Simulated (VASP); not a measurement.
# Ti16B (a cell with a defect) in VASP: single point with PBE

Aim: the single point of Ti16B (a cell with a defect) with PBE.

Program: VASP 6.6.1. These are calculated values, not measurements. Logs are shortened: lines on timing, memory, paths and dates and some standing lists are left out, and cuts for length are marked.

### Step 1. The cell of the first run

The cell holds a defect, 17 atoms: a = 6.511 Å, b = 6.511 Å, c = 6.511 Å, α = 90.00°, β = 90.00°, γ = 90.00°.

### Step 2. Single point, PBE

INCAR reads:

```
PREC = Accurate
ENCUT = 520
EDIFF = 1E-6
ISMEAR = 0
SIGMA = 0.1
LREAL = Auto
LASPH = True
NELM = 80
ALGO = Normal
ISIF = 2
LWAVE = False
LCHARG = False
GGA = PE
NBANDS = 112
```

KPOINTS reads:

```
Automatic mesh
0
Gamma
  4 4 4
  0.5 0.5 0.5
```

POSCAR reads:

```
Ti16B
1.0
    6.5110110536      0.0000000000      0.0000000000
    0.0000000000      6.5110110536      0.0000000000
    0.0000000000      0.0000000000      6.5110110536
Ti B
16 1
Direct
   -0.0339933381      0.0068772729      0.0005495306
    0.5338232375      0.0067133967     -0.0002230068
    0.0322318605      0.4542736874      0.0000301029
   -0.0301117597     -0.0363279985      0.4997517242
    0.2499092670      0.2425578742      0.3097833782
    0.4676986377      0.4543575453     -0.0002380583
    0.5300230596     -0.0363642448      0.5000674969
    0.7497436204      0.2684836480      0.2819032228
    0.0037163199      0.5418593166      0.5000280253
    0.2500322894      0.7758308131      0.2279030073
    0.2501139971      0.2423744925      0.6898880931
    0.4962293833      0.5419373383      0.5002862034
    0.7496884831      0.7115824197      0.2160954710
    0.7500489494      0.2683990222      0.7182270098
    0.2497564490      0.7761639411      0.7721525825
    0.7503919068      0.7117725591      0.7840065019
    0.2499657867      0.1684486466     -0.0001763167
```

Potentials or basis: VASP PAW PBE potentials, release 64 (Ti_sv, B).

Started as:

```sh
cat potpaw_PBE.64/Ti_sv/POTCAR potpaw_PBE.64/B/POTCAR > POTCAR
mpirun -np 1 vasp_std > vasp.out
```

OUTCAR:

```text
PREC = Accurate
   ENCUT = 520
   EDIFF = 1E-6
   ISMEAR = 0
   LREAL = Auto
   LASPH = True
   NELM = 80
   ISIF = 2
   GGA = PE

 ion  position               nearest neighbor table
   1  0.966  0.007  0.001-  17 2.13  13 2.77  16 2.77  10 2.81  15 2.81   2 2.81   8 2.87  14 2.87

   2  0.534  0.007  1.000-  17 2.13  16 2.77  13 2.77  15 2.81  10 2.81   1 2.81  14 2.87   8 2.87

   3  0.032  0.454  0.000-  17 2.34   5 2.82  11 2.83   6 2.84  16 2.86  13 2.86  14 2.86   8 2.87

   4  0.970  0.964  0.500-   9 2.76  10 2.82  15 2.82   8 2.83  14 2.83   5 2.86  11 2.86  16 2.86
                            13 2.86   7 2.86
   5  0.250  0.243  0.310-  17 2.08  11 2.47   9 2.81  12 2.81   3 2.82   6 2.83   4 2.86   7 2.86

   6  0.468  0.454  1.000-  17 2.34  11 2.83   5 2.83   3 2.84  13 2.86  16 2.86  14 2.86   8 2.87

   7  0.530  0.964  0.500-  12 2.75  15 2.82  10 2.82   8 2.83  14 2.83  11 2.85  13 2.86   5 2.86
                            16 2.86   4 2.86
   8  0.750  0.268  0.282-  12 2.81   9 2.81   7 2.83   4 2.83  14 2.84   6 2.87   3 2.87   1 2.87
                             2 2.87  13 2.92
   9  0.004  0.542  0.500-  16 2.71  13 2.72   4 2.76   5 2.81  11 2.81  14 2.81   8 2.81  10 2.83
                            15 2.83
  10  0.250  0.776  0.228-   1 2.81   2 2.81   4 2.82   7 2.82   9 2.83  12 2.83
  11  0.250  0.242  0.690-  17 2.07   5 2.47  12 2.81   9 2.81   6 2.83   3 2.83   7 2.85   4 2.86

  12  0.496  0.542  0.500-  13 2.71  16 2.72   7 2.75  11 2.81   5 2.81   8 2.81  14 2.81  10 2.83
                            15 2.83
  13  0.750  0.712  0.216-  12 2.71   9 2.72   1 2.77   2 2.77  16 2.81   7 2.86   6 2.86   4 2.86
                             3 2.86   8 2.92
  14  0.750  0.268  0.718-   9 2.81  12 2.81   7 2.83   4 2.83   8 2.84   6 2.86   3 2.86   2 2.87
                             1 2.87  16 2.92
  15  0.250  0.776  0.772-   2 2.81   1 2.81   4 2.82   7 2.82   9 2.83  12 2.83
  16  0.750  0.712  0.784-   9 2.71  12 2.72   2 2.77   1 2.77  13 2.81   3 2.86   4 2.86   7 2.86
                             6 2.86  14 2.92
  17  0.250  0.168  1.000-  11 2.07   5 2.08   2 2.13   1 2.13   3 2.34   6 2.34

  LATTYP: Found a simple cubic cell.
 ALAT       =     6.5110110536

  Lattice vectors:

 A1 = (   6.5110110536,   0.0000000000,   0.0000000000)
 A2 = (   0.0000000000,   6.5110110536,   0.0000000000)
 A3 = (   0.0000000000,   0.0000000000,   6.5110110536)

Analysis of symmetry for initial positions (statically):
=====================================================================
 Subroutine PRICEL returns:
 Original cell was already a primitive cell.

 Routine SETGRP: Setting up the symmetry group for a
 simple cubic supercell.

 Subroutine GETGRP returns: Found  1 space group operations
 (whereof  1 operations were pure point group operations)
 out of a pool of 48 trial point group operations.

The static configuration has the point symmetry C_1 .

Analysis of symmetry for dynamics (positions and initial velocities):
=====================================================================
 Subroutine PRICEL returns:
 Original cell was already a primitive cell.

 Routine SETGRP: Setting up the symmetry group for a
 simple cubic supercell.

 Subroutine GETGRP returns: Found  1 space group operations
 (whereof  1 operations were pure point group operations)
 out of a pool of 48 trial point group operations.

The dynamic configuration has the point symmetry C_1 .

 Subroutine INISYM returns: Found  1 space group operations
 (whereof  1 operations are pure point group operations),
 and found     1 'primitive' translations

----------------------------------------------------------------------------------------

                                     Primitive cell

  volume of cell :     276.0230

  direct lattice vectors                    reciprocal lattice vectors
     6.511011054  0.000000000  0.000000000     0.153585978  0.000000000  0.000000000
     0.000000000  6.511011054  0.000000000     0.000000000  0.153585978  0.000000000
     0.000000000  0.000000000  6.511011054     0.000000000  0.000000000  0.153585978

  length of vectors
     6.511011054  6.511011054  6.511011054     0.153585978  0.153585978  0.153585978

  position of ions in fractional coordinates (direct lattice)
     0.966006662  0.006877273  0.000549531
     0.533823238  0.006713397  0.999776993
     0.032231860  0.454273687  0.000030103
     0.969888240  0.963672002  0.499751724
     0.249909267  0.242557874  0.309783378
     0.467698638  0.454357545  0.999761942
[... 9 lines left out ...]
     0.750391907  0.711772559  0.784006502
     0.249965787  0.168448647  0.999823683

  ion indices of the primitive-cell ions
   primitive index   ion index
                 1           1
                 2           2
                 3           3
                 4           4
                 5           5
                 6           6
[... 9 lines left out ...]
                16          16
                17          17

----------------------------------------------------------------------------------------

 KPOINTS: Automatic mesh

Automatic generation of k-mesh.
 Grid dimensions read from file:
 generate k-points for:    4    4    4

 Generating k-lattice:

  Cartesian coordinates                     Fractional coordinates (reciprocal lattice)
     0.038396494  0.000000000  0.000000000     0.250000000  0.000000000  0.000000000
     0.000000000  0.038396494  0.000000000     0.000000000  0.250000000  0.000000000
     0.000000000  0.000000000  0.038396494     0.000000000  0.000000000  0.250000000

  Length of vectors
     0.038396494  0.038396494  0.038396494

  Shift w.r.t. Gamma in fractional coordinates (k-lattice)
     0.500000000  0.500000000  0.500000000

 Subroutine IBZKPT returns following result:
 ===========================================

 Found     32 irreducible k-points:

 Following reciprocal coordinates:
            Coordinates               Weight
  0.125000  0.125000  0.125000      2.000000
 -0.125000  0.125000  0.125000      2.000000
 -0.125000 -0.125000  0.125000      2.000000
  0.125000 -0.125000  0.125000      2.000000
  0.375000  0.125000  0.125000      2.000000
  0.125000  0.375000  0.125000      2.000000
[... 16 lines left out ...]
 -0.375000 -0.375000  0.125000      2.000000
 -0.125000 -0.375000  0.375000      2.000000
 [... further k-points ...]
   k-points           NKPTS =     32   k-points in BZ     NKDIM =     32   number of bands    NBANDS=    112
   number of dos      NEDOS =    301   number of ions     NIONS =     17
   total plane-waves  NPLWV = 110592
   dimension x,y,z NGX =    48 NGY =   48 NGZ =   48
   dimension x,y,z NGXF=    96 NGYF=   96 NGZF=   96
   ions per type =              16   1
   NGX,Y,Z   is equivalent  to a cutoff of  12.26, 12.26, 12.26 a.u.
   NGXF,Y,Z  is equivalent  to a cutoff of  24.51, 24.51, 24.51 a.u.
 SYSTEM =  unknown system
   PREC   = accura    normal or accurate (medium, high low for compatibility)
   ISTART =      0    job   : 0-new  1-cont  2-samecut
   ICHARG =      2    charge: 1-file 2-atom 10-const
   ISPIN  =      1    spin polarized calculation?
   LNONCOLLINEAR =      F non collinear calculations
   LSORBIT =      F    spin-orbit coupling
   LASPH  =      T    aspherical Exc in radial PAW
   ENCUT  =  520.0 eV  38.22 Ry    6.18 a.u.  12.11 12.11 12.11*2*pi/ulx,y,z
   NELM   =     80;   NELMIN=  2; NELMDL= -5     # of ELM steps
   EDIFF  = 0.1E-05   stopping-criterion for ELM
   LREAL  =      T    real-space projection
   EDIFFG = 0.1E-04   stopping-criterion for IOM
   NSW    =      0    number of steps for IOM
   IBRION =     -1    ionic relax: 0-MD 1-quasi-New 2-CG
   NFREE  =      0    steps in history (QN), initial steepest desc. (CG)
   ISIF   =      2    stress and relaxation
   ISYM   =      2    0-nonsym 1-usesym 2-fastsym
   POTIM  = 0.5000    time-step for ionic-motion
   TEBEG  =    0.0;   TEEND  =   0.0 temperature during run
   PSTRESS=    0.0 pullay stress
   NELECT =     195.0000    total number of electrons
   NUPDOWN=      -1.0000    fix difference up-down
   EMIN   =  10.00;   EMAX   =-10.00  energy-range for DOS
   EFERMI =   0.00;   METHOD = LEGACY
   ISMEAR =     0;   SIGMA  =   0.10  broadening in eV -4-tet -1-fermi 0-gaus
   EFERMI_NEDOS =   21; number of points for ismear=-14 and -15
   IALGO  =     38    algorithm
   IMIX   =      4    mixing-type and parameters
     AMIX     =   0.40;   BMIX     =  1.00
     AMIX_MAG =   1.60;   BMIX_MAG =  1.00
  volume/ion in A,a.u.               =      16.24       109.57
  Fermi-wavevector in a.u.,A,eV,Ry     =   1.458046  2.755308 28.924606  2.125899
  Thomas-Fermi vector in A             =   2.574776
   LORBIT       =      0    0 simple, 1 ext, 2 COOP (PROOUT), +10 PAW based schemes
   GGA     = PE    functional components
   LHFCALC =     F    Hartree Fock is set to
   AEXX    =    0.0000 exact exchange contribution
   IVDW    =     0    specifies the selected vdW correction
   LEPSILON=     F    determine dielectric tensor
   LRPA    =     F    only Hartree local field effects (RPA)
 non-spin polarized calculation
 Gauss-broadening in eV      SIGMA  =   0.10
  energy-cutoff  :      520.00
  volume of cell :      276.02
 maximum number of plane-waves:      7447
   NGX = 25   NGY = 25   NGZ = 25

 number of electron     195.0000054 magnetization

 Free energy of the ion-electron system (eV)
  ---------------------------------------------------
  ext. energy  EPLUGINS =         0.00000000
  ---------------------------------------------------
  free energy    TOTEN  =      -130.99894749 eV

  energy without entropy =     -130.87647396  energy(sigma->0) =     -130.93771072

 E-fermi :   8.4089     XC(G=0): -11.6464

 val. band max:        8.4050450768   @ k =  -0.3750   0.3750   0.3750
 cond. band min:       8.4204480220   @ k =   0.3750  -0.1250   0.1250
 fundamental gap:      0.0154029452
 Fermi energy:         8.4089306003

 k-point     1 :       0.1250    0.1250    0.1250
  band No.  band energies     occupation
      1     -48.2266      2.00000
      2     -48.1765      2.00000
      3     -48.1683      2.00000
      4     -48.1399      2.00000
      5     -48.1245      2.00000
      6     -48.1082      2.00000
[... 101 lines left out ...]
    108       9.3627      0.00000
    109       9.3856      0.00000
[... 2574 lines left out ...]
    108       9.0528      0.00000
    109       9.1329      0.00000

 [... further k-points ...]

 [bands above 109 left out]

------------------------ aborting loop because EDIFF is reached ----------------------------------------

  FORCE on cell =-STRESS in cart. coord.  units (eV):
  Direction    XX          YY          ZZ          XY          YZ          ZX
  --------------------------------------------------------------------------------------
  -------------------------------------------------------------------------------------
  Total        7.6550270      2.9611342     11.8544281     -0.0086926      0.0281702     -0.0064937
  in kB       44.4336525     17.1879219     68.8091023     -0.0504561      0.1635138     -0.0376927
  external PRESSURE =      43.4768922 kB  Pullay stress =       0.0000000 kB

 VOLUME and BASIS-vectors are now :
 -----------------------------------------------------------------------------
  energy-cutoff  :      520.00
  volume of cell :      276.02
      direct lattice vectors                 reciprocal lattice vectors
     6.511011054  0.000000000  0.000000000     0.153585978  0.000000000  0.000000000
     0.000000000  6.511011054  0.000000000     0.000000000  0.153585978  0.000000000
     0.000000000  0.000000000  6.511011054     0.000000000  0.000000000  0.153585978

 POSITION                                       TOTAL-FORCE (eV/Angst)
 -----------------------------------------------------------------------------------
      6.28968      0.04478      0.00358         0.016030      0.013855     -0.002445
      3.47573      0.04371      6.50956        -0.017971      0.014344      0.003518
      0.20986      2.95778      0.00020        -0.000847      0.011421      0.000017
      6.31495      6.27448      3.25389        -0.014818     -0.002252     -0.002803
      1.62716      1.57930      2.01700         0.000640     -0.049058      0.087685
      3.04519      2.95833      6.50946         0.003921      0.014176     -0.001271
[... 9 lines left out ...]
      4.88581      4.63436      5.10467        -0.000076     -0.005821     -0.010889
      1.62753      1.09677      6.50986        -0.000088      0.128601      0.000966
 -----------------------------------------------------------------------------------
    total drift:                                0.005954      0.051700     -0.008014

  FREE ENERGIE OF THE ION-ELECTRON SYSTEM (eV)
  ---------------------------------------------------
  free  energy   TOTEN  =      -130.9989474868 eV

  energy  without entropy=     -130.8764739571  energy(sigma->0) =     -130.93771072
```

Run time: 25 min. Hardware: 1 thread of AMD EPYC 9R14 (Zen 4), shared host; peak memory 0.67 GiB.

What came out:

| Property | Result |
| --- | --- |
| Free energy | -130.9989 eV |
| Pressure | 4.3 GPa |
| Largest force | 0.129 eV/Å |
| Band gap on the k mesh | zero (an odd number of electrons rules out a gap without spin polarisation) |

Forces in eV/Å, atoms in the order of the input:
```
Ti   0.016  0.014 -0.002
Ti  -0.018  0.014  0.004
Ti  -0.001  0.011  0.000
Ti  -0.015 -0.002 -0.003
Ti   0.001 -0.049  0.088
Ti   0.004  0.014 -0.001
Ti   0.013 -0.006  0.001
Ti   0.002 -0.009 -0.003
Ti   0.003 -0.012  0.002
Ti  -0.001 -0.007  0.018
Ti  -0.001 -0.049 -0.082
Ti  -0.001 -0.018 -0.005
Ti  -0.002 -0.002  0.009
Ti   0.000 -0.008  0.009
Ti   0.001 -0.014 -0.023
Ti   0.000 -0.006 -0.011
B    0.000  0.129  0.001
```

Stress tensor (GPa, compression positive):
```
 4.44 -0.01  0.00
-0.01  1.72  0.02
 0.00  0.02  6.88
```

Levels at points of the mesh, in eV from the Fermi level:
| k point | band 95 | band 96 | band 97 | band 98 | band 99 | band 100 |
| --- | --- | --- | --- | --- | --- | --- |
| (0.12, 0.12, 0.12) | -0.10 | 0.04 | 0.11 | 0.16 | 0.23 | 0.30 |
